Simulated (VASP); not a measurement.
A run of VASP 6.6.1 is set up as follows.

POSCAR

```
C
1.0
    0.0000000000      2.1270000000      3.3480000000
    1.2280000000      0.0000000000      3.3480000000
    1.2280000000      2.1270000000      0.0000000000
C
2
Direct
    0.0853606411      0.8250336241      0.3477123322
    0.8333300000      0.1666700000      0.8333300000
```

INCAR.step1

```
PREC     = Accurate       # precision mode
ENCUT    = 520            # plane-wave cutoff, eV
ISMEAR   = 0              # smearing method
SIGMA    = 0.05           # smearing width, eV
LREAL    = False          # projectors in reciprocal space
LASPH    = True           # aspherical terms in the spheres
NELM     = 60             # most SCF steps
NBANDS   = 11             # bands
GGA      = PE             # functional
ALGO     = Normal         # electronic algorithm
EDIFF    = 1E-4           # SCF threshold, eV
LWAVE    = True           # write WAVECAR
LCHARG   = False          # write CHGCAR
```

Contents of INCAR.step2:

```
PREC     = Accurate       # precision mode
ENCUT    = 520            # plane-wave cutoff, eV
EDIFF    = 1E-7           # SCF threshold, eV
ISMEAR   = 0              # smearing method
SIGMA    = 0.05           # smearing width, eV
LREAL    = False          # projectors in reciprocal space
LASPH    = True           # aspherical terms in the spheres
NELM     = 60             # most SCF steps
ALGO     = Normal         # electronic algorithm
ISIF     = 2              # what is computed and relaxed
LWAVE    = False          # write WAVECAR
LCHARG   = True           # write CHGCAR
METAGGA  = R2SCAN         # meta-GGA
LMIXTAU  = True         
LELF     = True           # ELF
LVHAR    = True         
NBANDS   = 11             # bands
ISTART   = 1
```

File KPOINTS:

```
regular mesh
0
Gamma
  14 14 14
```

Potentials or basis: VASP PAW PBE potentials, release 64 (C).

Command:

```console
$ cat potpaw_PBE.64/C/POTCAR > POTCAR
$ cp INCAR.step1 INCAR
$ mpirun -np 1 vasp_std > vasp.out
$ cp INCAR.step2 INCAR
$ mpirun -np 1 vasp_std > vasp.out
```

Question: Predict the pressure.

Answer: 39.8 GPa.

Question: What does it give for the band gap on the k mesh?

Answer: Zero (bands 4 and 5 overlap by 3.59 eV).

Question: Predict the largest force.

Answer: 19.197 eV/Å.

Stress tensor (GPa, compression positive):
```
92.71 43.25 45.90
43.25 30.24 27.37
45.90 27.37 -3.50
```

Caveat: the cell differs from its parent crystal (atom 1 (C) moved by (+0.300, -0.300) A along [1 1 0] and z); the stress differs along the axes, from -4 to 93 GPa; the PAW data sets were made with another functional, which shifts forces and pressure a little.
